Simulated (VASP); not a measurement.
Ga3P2N, 6 atoms in the cell. Symmetry: P6/mmm, No. 191, hexagonal system. Conventional cell: a = 5.898 Å, b = 5.898 Å, c = 3.422 Å, α = 90.00°, β = 90.00°, γ = 120.00°. Within 3.2 Å of Ga (site symmetry mmm) lie 4 P at 2.41 Å and 4 Ga at 2.95 Å. P (site symmetry -6m2) has 6 Ga at 2.41 Å within 3.2 Å. Within 4.5 Å of N (site symmetry 6/mmm) lie 6 P at 3.40 Å and 12 Ga at 3.41 Å and 2 N at 3.42 Å. The cell was generated, and may not be a known phase.

| Item | Value |
| --- | --- |
| Program | VASP 6.6.1 |
| Task | relaxation of cell and atoms |
| Functional | PBE |
| Potentials or basis | VASP PAW PBE potentials, release 64 (Ga_d, P, N) |
| Cutoff | 600 eV |
| k mesh | 3 × 3 × 6 |
| Occupations | gaussian, width 0.1 eV |
| Spin | collinear spin, ferromagnetic start |
| Starting moments | [0.0, 0.0, 0.0, 0.0, 0.0, 1.0] μB |
| Dipole correction | no |
| Further INCAR settings | ALGO = Normal; EDIFF = 1e-06; IBRION = 2; EDIFFG = -0.04; NSW = 90; ISIF = 3 |

Potentials or basis: VASP PAW PBE potentials, release 64 (Ga_d, P, N).

The run is started by

```sh
$ cat potpaw_PBE.64/Ga_d/POTCAR potpaw_PBE.64/P/POTCAR potpaw_PBE.64/N/POTCAR > POTCAR
$ mpirun -np 1 vasp_std > vasp.out
```

Hardware: 1 thread of Intel(R) Xeon(R) Platinum 8559C (Emerald Rapids), on a shared host.

Problem. Estimate the wall time of this run.

Solution. It took 5.9 min on 1 thread of Intel(R) Xeon(R) Platinum 8559C (Emerald Rapids), with other jobs on the host, peak memory 0.32 GiB. Counts: scf iterations 61, k points 12, ion steps 6.
